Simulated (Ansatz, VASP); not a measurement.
**AlN: VASP beside Ansatz**

File POSCAR:

```
AlN
1.0
    2.9513590734      0.0000000000      0.0000000000
   -1.4756795367      2.5559519332      0.0000000000
    0.0000000000      0.0000000000      4.7296619702
Al N
2 2
Direct
    0.3333333333      0.6666666667     -0.0037165980
    0.6666666667      0.3333333333      0.4962834020
    0.3333333333      0.6666666667      0.3787165980
    0.6666666667      0.3333333333      0.8787165980
```

Contents of INCAR.step1:

```
PREC     = Accurate       # precision mode
ENCUT    = 520            # plane-wave cutoff, eV
ISMEAR   = 0              # smearing method
SIGMA    = 0.01           # smearing width, eV
LREAL    = F              # projectors in reciprocal space
LASPH    = T              # aspherical terms in the spheres
NELM     = 60             # most SCF steps
NBANDS   = 16             # bands
GGA      = PE             # functional
ALGO     = Normal         # electronic algorithm
EDIFF    = 1E-4           # SCF threshold, eV
LWAVE    = T              # write WAVECAR
LCHARG   = F              # write CHGCAR
```

INCAR.step2

```
PREC     = Accurate       # precision mode
ENCUT    = 520            # plane-wave cutoff, eV
EDIFF    = 1E-6           # SCF threshold, eV
ISMEAR   = 0              # smearing method
SIGMA    = 0.01           # smearing width, eV
LREAL    = F              # projectors in reciprocal space
LASPH    = T              # aspherical terms in the spheres
NELM     = 60             # most SCF steps
ALGO     = Normal         # electronic algorithm
ISIF     = 2              # what is computed and relaxed
LWAVE    = F              # write WAVECAR
LCHARG   = F              # write CHGCAR
METAGGA  = R2SCAN         # meta-GGA
LMIXTAU  = T            
NBANDS   = 16             # bands
ISTART   = 1
```

The input KPOINTS:

```
Automatic mesh
0
Gamma
  12 12 6
```

Input for Ansatz:

```yaml
crystal:
  lattice:
    - [2.9513590734, 0.0, 0.0]
    - [-1.4756795367, 2.5559519332, 0.0]
    - [0.0, 0.0, 4.7296619702]
  atoms:
    - { symbol: Al, position: [0.3333333333, 0.6666666667, -0.003716598] }
    - { symbol: Al, position: [0.6666666667, 0.3333333333, 0.496283402] }
    - { symbol: "N", position: [0.3333333333, 0.6666666667, 0.378716598] }
    - { symbol: "N", position: [0.6666666667, 0.3333333333, 0.878716598] }
kpoints:
  mp_grid: { grid: [12, 12, 6] }
  band_path:
    path:
      - [0.0, 0.0, 0.0]
      - [0.5, 0.0, 0.0]
      - [0.3333333333, 0.3333333333, 0.0]
      - [0.0, 0.0, 0.5]
      - [0.5, 0.0, 0.5]
      - [0.3333333333, 0.3333333333, 0.5]
    npoints: 1
hamiltonian:
  xc: r2scan
scf:
  occupations: { method: fixed }
  n_extra_bands: 5
output:
  forces: true
  stress: true
  eigenvalues: true
  write_density: true
  write_potential: true
  elf: true
  volumetric_format: npy
```

Change from the starting cell: hydrostatic strain -5.0%.

Alike in both runs: task single point; functional r2SCAN; k mesh 12 × 12 × 6; no spin polarisation.

|  | VASP | Ansatz |
| --- | --- | --- |
| version | VASP 6.6.1 | Ansatz 0.2.0 |
| potentials or method | VASP PAW PBE potentials, release 64 (Al, N) | plane waves, PAW |
| plane-wave cutoff (eV) | 520 | 500 |
| occupations | gaussian, width 0.01 eV | fixed |
| valence electrons in the cell | 16 | 16 |

Ansatz gave:

- gap on the k mesh at the Fermi level (eV): 5.79
- pressure (GPa): 43.5
- traceless stress, the component that is largest in VASP (GPa): -2.90

Task: Estimate VASP's values.

Result: gap on the k mesh at the Fermi level (eV): 5.78; pressure (GPa): 43.4; traceless stress, the component that is largest in VASP (GPa): -2.96.

VASP's potentials were made for PBE, not for r2SCAN. Both programs put the cell under a high pressure, so it lies far from rest at this level.
